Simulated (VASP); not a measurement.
# CoO (Fm-3m) in VASP: a series of runs

Runs on CoO. Level: PBEsol. Tasks: single point.

All numbers are computed with VASP 6.6.1; they aren't measurements. Logs are shortened: lines on timing, memory, paths and dates and some standing lists are left out, and cuts for length are marked.

## 1. The cell of the first run

The structure is cubic, space group Fm-3m (No. 225). The conventional cell has a = 4.085 Å, b = 4.085 Å, c = 4.085 Å, α = 90.00°, β = 90.00°, γ = 90.00°. Co (site symmetry m-3m) has 6 O at 2.04 Å within 2.7 Å. Within 2.7 Å of O (site symmetry m-3m) lie 6 Co at 2.04 Å.

## 2. Single point, PBEsol, collinear spin, ferromagnetic start

Contents of INCAR:

```
  ALGO = Normal
  EDIFF = 1E-6
  ENCUT = 520
  GGA = PS
  ISIF = 2
  ISMEAR = -1
  ISPIN = 2
  LASPH = True
  LCHARG = True
  LELF = True
  LMAXMIX = 4
  LORBIT = 11
  LREAL = False
  LVHAR = True
  LWAVE = False
  MAGMOM = 2 0
  NBANDS = 18
  NELM = 150
  PREC = Accurate
  SIGMA = 0.05
```

Contents of KPOINTS:

```
k-points
0
Gamma
  11 11 11
```

Contents of POSCAR:

```
CoO
1.0
    0.0000000000      2.0423416690      2.0423416690
    2.0423416690      0.0000000000      2.0423416690
    2.0423416690      2.0423416690      0.0000000000
Co O
1 1
Direct
    0.0000000000      0.0000000000      0.0000000000
    0.5000000000      0.5000000000      0.5000000000
```

Potentials or basis: VASP PAW PBE potentials, release 64 (Co, O).

Command:

```sh
> cat potpaw_PBE.64/Co/POTCAR potpaw_PBE.64/O/POTCAR > POTCAR
> mpirun -np 1 vasp_std > vasp.out
```

OUTCAR:

```text
EDIFF = 1E-6
   ENCUT = 520
   GGA = PS
   ISIF = 2
   ISMEAR = -1
   ISPIN = 2
   LASPH = True
   LORBIT = 11
   LREAL = False
   NELM = 150
   PREC = Accurate

 ion  position               nearest neighbor table
   1  0.000  0.000  0.000-   2 2.04   2 2.04   2 2.04   2 2.04   2 2.04   2 2.04
   2  0.500  0.500  0.500-   1 2.04   1 2.04   1 2.04   1 2.04   1 2.04   1 2.04

  LATTYP: Found a face centered cubic cell.
 ALAT       =     4.0846833380

  Lattice vectors:

 A1 = (   0.0000000000,   2.0423416690,   2.0423416690)
 A2 = (   2.0423416690,   0.0000000000,   2.0423416690)
 A3 = (   2.0423416690,   2.0423416690,   0.0000000000)

Analysis of symmetry for initial positions (statically):
[... 25 lines left out ...]
The dynamic configuration has the point symmetry O_h .

Analysis of structural, dynamic, and magnetic symmetry:
=====================================================================
 Subroutine PRICEL returns:
[... 7 lines left out ...]
 out of a pool of 48 trial point group operations.

The overall configuration has the point symmetry O_h .

 Subroutine INISYM returns: Found 48 space group operations
[... 5 lines left out ...]
                                     Primitive cell

  volume of cell :      17.0379

  direct lattice vectors                    reciprocal lattice vectors
     0.000000000  2.042341669  2.042341669    -0.244817019  0.244817019  0.244817019
     2.042341669  0.000000000  2.042341669     0.244817019 -0.244817019  0.244817019
     2.042341669  2.042341669  0.000000000     0.244817019  0.244817019 -0.244817019

  length of vectors
     2.888307287  2.888307287  2.888307287     0.424035516  0.424035516  0.424035516

  position of ions in fractional coordinates (direct lattice)
     0.000000000  0.000000000  0.000000000
     0.500000000  0.500000000  0.500000000

  ion indices of the primitive-cell ions
   primitive index   ion index
                 1           1
                 2           2

----------------------------------------------------------------------------------------

 KPOINTS: k-points

Automatic generation of k-mesh.
 Grid dimensions read from file:
 generate k-points for:   11   11   11

 Generating k-lattice:

  Cartesian coordinates                     Fractional coordinates (reciprocal lattice)
    -0.022256093  0.022256093  0.022256093     0.090909091  0.000000000  0.000000000
     0.022256093 -0.022256093  0.022256093     0.000000000  0.090909091  0.000000000
     0.022256093  0.022256093 -0.022256093     0.000000000  0.000000000  0.090909091
[... 69 lines left out ...]
   NUPDOWN=      -1.0000    fix difference up-down
   EMIN   =  10.00;   EMAX   =-10.00  energy-range for DOS
   EFERMI =   0.00;   METHOD = LEGACY
   ISMEAR =    -1;   SIGMA  =   0.05  broadening in eV -4-tet -1-fermi 0-gaus
   EFERMI_NEDOS =   21; number of points for ismear=-14 and -15
   IALGO  =     38    algorithm
   IMIX   =      4    mixing-type and parameters
     AMIX     =   0.40;   BMIX     =  1.00
     AMIX_MAG =   1.60;   BMIX_MAG =  1.00
  volume/ion in A,a.u.               =       8.52        57.49
  Fermi-wavevector in a.u.,A,eV,Ry     =   1.569038  2.965052 33.495923  2.461881
  Thomas-Fermi vector in A             =   2.670980
   LORBIT       =     11    0 simple, 1 ext, 2 COOP (PROOUT), +10 PAW based schemes
   GGA     = PS    functional components
   LHFCALC =     F    Hartree Fock is set to
   AEXX    =    0.0000 exact exchange contribution
   IVDW    =     0    specifies the selected vdW correction
   LEPSILON=     F    determine dielectric tensor
   LRPA    =     F    only Hartree local field effects (RPA)
 spin polarized calculation
  energy-cutoff  :      520.00
  volume of cell :       17.04
 maximum number of plane-waves:       477
 NGX is ok and might be reduce to    24
   NGX = 11   NGY = 11   NGZ = 11

 number of electron      15.0000001 magnetization       2.3194483

 Free energy of the ion-electron system (eV)
  ---------------------------------------------------
  ext. energy  EPLUGINS =         0.00000000
  ---------------------------------------------------
  free energy    TOTEN  =       -13.97574001 eV

  energy without entropy =      -13.94300563  energy(sigma->0) =      -13.95937282

 E-fermi :   9.6965     XC(G=0): -13.4057

 val. band max:        9.6911451333   @ k =   0.4545   0.2727   0.0000
 cond. band min:       9.7099241218   @ k =  -0.2727   0.2727   0.0909
 fundamental gap:      0.0187789885
 Fermi energy:         9.6965474539

 spin component 1

 k-point     1 :       0.0000    0.0000    0.0000
  band No.  band energies     occupation
      1     -11.8208      1.00000
      2       5.8361      1.00000
      3       5.8361      1.00000
      4       5.8361      1.00000
      5       6.6161      1.00000
      6       6.6161      1.00000
[... 493 lines left out ...]
     17      39.4421      0.00000
     18      41.1100      0.00000

 [... further k-points ...]

 spin component 2

 k-point     1 :       0.0000    0.0000    0.0000
  band No.  band energies     occupation
      1     -11.4720      1.00000
      2       6.2286      1.00000
      3       6.2286      1.00000
      4       6.2286      1.00000
      5       8.2511      1.00000
      6       8.2511      1.00000
[... 493 lines left out ...]
     17      39.9905      0.00000
     18      41.6765      0.00000

 [... further k-points ...]
[... 5 lines left out ...]
  --------------------------------------------------------------------------------------
  -------------------------------------------------------------------------------------
  Total        0.9999413      0.9999413      0.9999413      0.0000000      0.0000000     -0.0000000
  in kB       94.0307513     94.0307513     94.0307513      0.0000000      0.0000000     -0.0000000
  external PRESSURE =      94.0307513 kB  Pullay stress =       0.0000000 kB

 VOLUME and BASIS-vectors are now :
 -----------------------------------------------------------------------------
  energy-cutoff  :      520.00
  volume of cell :       17.04
      direct lattice vectors                 reciprocal lattice vectors
     0.000000000  2.042341669  2.042341669    -0.244817019  0.244817019  0.244817019
     2.042341669  0.000000000  2.042341669     0.244817019 -0.244817019  0.244817019
     2.042341669  2.042341669  0.000000000     0.244817019  0.244817019 -0.244817019

 POSITION                                       TOTAL-FORCE (eV/Angst)
 -----------------------------------------------------------------------------------
      0.00000      0.00000      0.00000        -0.000000     -0.000000     -0.000000
      2.04234      2.04234      2.04234         0.000000      0.000000      0.000000
 -----------------------------------------------------------------------------------
    total drift:                                0.000000     -0.000000     -0.000000

  FREE ENERGIE OF THE ION-ELECTRON SYSTEM (eV)
  ---------------------------------------------------
  free  energy   TOTEN  =       -13.9757400103 eV

  energy  without entropy=      -13.9430056349  energy(sigma->0) =      -13.95937282

 total charge

# of ion       s       p       d       tot
------------------------------------------
    1        0.333   0.448   7.295   8.076
    2        1.555   3.442   0.000   4.997
--------------------------------------------------
tot          1.888   3.890   7.295  13.073

 magnetization (x)

# of ion       s       p       d       tot
------------------------------------------
    1        0.021   0.019   2.055   2.095
    2        0.031   0.158   0.000   0.189
--------------------------------------------------
tot          0.052   0.177   2.055   2.284
```

stdout:

```text
POSCAR found type information on POSCAR CoO
 POSCAR found :  2 types and       2 ions
 scaLAPACK will be used
 -----------------------------------------------------------------------------
|                                                                             |
|                                                                             |
|     You enforced a specific xc type in the INCAR file but a different       |
|     I HOPE YOU KNOW WHAT YOU ARE DOING!                                     |
|                                                                             |
 -----------------------------------------------------------------------------

 LDA part: xc-table for (Slater+PW92), standard interpolation
 POSCAR, INCAR and KPOINTS ok, starting setup
 FFT: planning ... GRIDC
 FFT: planning ... GRID_SOFT
 FFT: planning ... GRID
 WAVECAR not read
 entering main loop
```

It took 64 s on 1 thread of Intel Xeon 8259CL, shared host; peak memory 0.17 GiB.

What came out:

```yaml
Free_energy: -13.9757 eV
Pressure: 9.4 GPa
Net_moment: 2.32 μB per cell
Site_moments: Co +2.10; O +0.19 μB
Valence_electrons_inside_the_program's_atomic_spheres: Co 8.08; O 5.00
```

Levels at points of the mesh, in eV from the Fermi level:
Spin up:
| k point | band 6 | band 7 | band 8 | band 9 | band 10 | band 11 | band 12 | band 13 |
| --- | --- | --- | --- | --- | --- | --- | --- | --- |
| (0.00, 0.00, 0.00) | -3.08 | -3.05 | -3.05 | -3.05 | 1.60 | 16.95 | 19.01 | 19.01 |
Spin down:
```tsv
k point	band 2	band 3	band 4	band 5	band 6	band 7	band 8	band 9	band 10	band 11
(0.00, 0.00, 0.00)	-3.47	-3.47	-3.47	-1.45	-1.45	-1.45	-0.45	-0.45	2.02	16.92
```

Caveat: the PAW data sets were made with another functional, which shifts forces and pressure a little; a cell with one magnetic atom can't hold antiferromagnetic order, which such compounds often take; semilocal functionals often make such compounds metallic where correlation or magnetic order opens a gap, which also shifts bond lengths.

## 3. Single point, PBEsol, collinear spin, ferromagnetic start

This run uses another cell than the first one, of 8.81 Å³/atom, 1.034 times its volume.

Contents of INCAR:

```
SYSTEM = CoO
PREC = Accurate
ENCUT = 520
EDIFF = 1E-6
ISMEAR = -1
SIGMA = 0.05
LREAL = .FALSE.
LASPH = .TRUE.
NELM = 150
ALGO = Normal
ISIF = 2
LWAVE = .FALSE.
LCHARG = .TRUE.
ISPIN = 2
MAGMOM = 2 0
LORBIT = 11
LMAXMIX = 4
GGA = PS
LELF = .TRUE.
LVHAR = .TRUE.
NBANDS = 18
```

Contents of KPOINTS:

```
regular mesh
0
G
  11 11 11
  0 0 0
```

Contents of POSCAR:

```
CoO
1.0
    0.0000000000      2.0651521256      2.0651521256
    2.0651521256      0.0000000000      2.0651521256
    2.0651521256      2.0651521256      0.0000000000
Co O
1 1
Direct
    0.0000000000      0.0000000000      0.0000000000
    0.5000000000      0.5000000000      0.5000000000
```

Potentials or basis: VASP PAW PBE potentials, release 64 (Co, O).

Command:

```sh
> cat potpaw_PBE.64/Co/POTCAR potpaw_PBE.64/O/POTCAR > POTCAR
> mpirun -np 1 vasp_std > vasp.out
```

OUTCAR:

```text
SYSTEM = CoO
   PREC = Accurate
   ENCUT = 520
   EDIFF = 1E-6
   ISMEAR = -1
   LREAL = .FALSE.
   LASPH = .TRUE.
   NELM = 150
   ISIF = 2
   ISPIN = 2
   LORBIT = 11
   GGA = PS

 ion  position               nearest neighbor table
   1  0.000  0.000  0.000-   2 2.07   2 2.07   2 2.07   2 2.07   2 2.07   2 2.07
   2  0.500  0.500  0.500-   1 2.07   1 2.07   1 2.07   1 2.07   1 2.07   1 2.07

  LATTYP: Found a face centered cubic cell.
 ALAT       =     4.1303042512

  Lattice vectors:

 A1 = (   0.0000000000,   2.0651521256,   2.0651521256)
 A2 = (   2.0651521256,   0.0000000000,   2.0651521256)
 A3 = (   2.0651521256,   2.0651521256,   0.0000000000)

Analysis of symmetry for initial positions (statically):
[... 25 lines left out ...]
The dynamic configuration has the point symmetry O_h .

Analysis of structural, dynamic, and magnetic symmetry:
=====================================================================
 Subroutine PRICEL returns:
[... 7 lines left out ...]
 out of a pool of 48 trial point group operations.

The overall configuration has the point symmetry O_h .

 Subroutine INISYM returns: Found 48 space group operations
[... 661 lines left out ...]

 k-point     1 :       0.0000    0.0000    0.0000
  band No.  band energies     occupation
      1     -11.5681      1.00000
      2       5.9624      1.00000
      3       5.9624      1.00000
      4       5.9624      1.00000
      5       7.8419      1.00000
      6       7.8420      1.00000
[... 493 lines left out ...]
     17      38.9071      0.00000
     18      40.6070      0.00000

 [... further k-points ...]
[... 5 lines left out ...]
  --------------------------------------------------------------------------------------
  -------------------------------------------------------------------------------------
  Total        0.3609688      0.3609688      0.3609688      0.0000000      0.0000000     -0.0000000
  in kB       32.8317547     32.8317547     32.8317547      0.0000000      0.0000000     -0.0000000
  external PRESSURE =      32.8317547 kB  Pullay stress =       0.0000000 kB

 VOLUME and BASIS-vectors are now :
 -----------------------------------------------------------------------------
  energy-cutoff  :      520.00
  volume of cell :       17.62
      direct lattice vectors                 reciprocal lattice vectors
     0.000000000  2.065152126  2.065152126    -0.242112914  0.242112914  0.242112914
     2.065152126  0.000000000  2.065152126     0.242112914 -0.242112914  0.242112914
     2.065152126  2.065152126  0.000000000     0.242112914  0.242112914 -0.242112914

 POSITION                                       TOTAL-FORCE (eV/Angst)
 -----------------------------------------------------------------------------------
      0.00000      0.00000      0.00000         0.000000      0.000000      0.000000
      2.06515      2.06515      2.06515        -0.000000     -0.000000     -0.000000
 -----------------------------------------------------------------------------------
    total drift:                                0.000000     -0.000000     -0.000000

  FREE ENERGIE OF THE ION-ELECTRON SYSTEM (eV)
  ---------------------------------------------------
  free  energy   TOTEN  =       -13.9982632594 eV

  energy  without entropy=      -13.9620050304  energy(sigma->0) =      -13.98013414

 total charge

# of ion       s       p       d       tot
------------------------------------------
    1        0.323   0.424   7.248   7.995
    2        1.553   3.432   0.000   4.985
--------------------------------------------------
tot          1.876   3.856   7.248  12.980

 magnetization (x)

# of ion       s       p       d       tot
------------------------------------------
    1        0.021   0.019   2.220   2.260
    2        0.031   0.197   0.000   0.227
--------------------------------------------------
tot          0.051   0.216   2.220   2.487
```

It took 73 s on 1 thread of Intel Xeon 8259CL, shared host; peak memory 0.17 GiB.

What came out:

- Free energy: -13.9983 eV
- Pressure: 3.3 GPa
- Net moment: 2.53 μB per cell
- Site moments: Co +2.26; O +0.23 μB
- Valence electrons inside the program's atomic spheres: Co 8.00; O 4.99

Caveat: the PAW data sets were made with another functional, which shifts forces and pressure a little; a cell with one magnetic atom can't hold antiferromagnetic order, which such compounds often take; semilocal functionals often make such compounds metallic where correlation or magnetic order opens a gap, which also shifts bond lengths. With open d or f shells a metallic result of PBEsol can be an artefact of self-interaction; +U or a hybrid may open a gap.
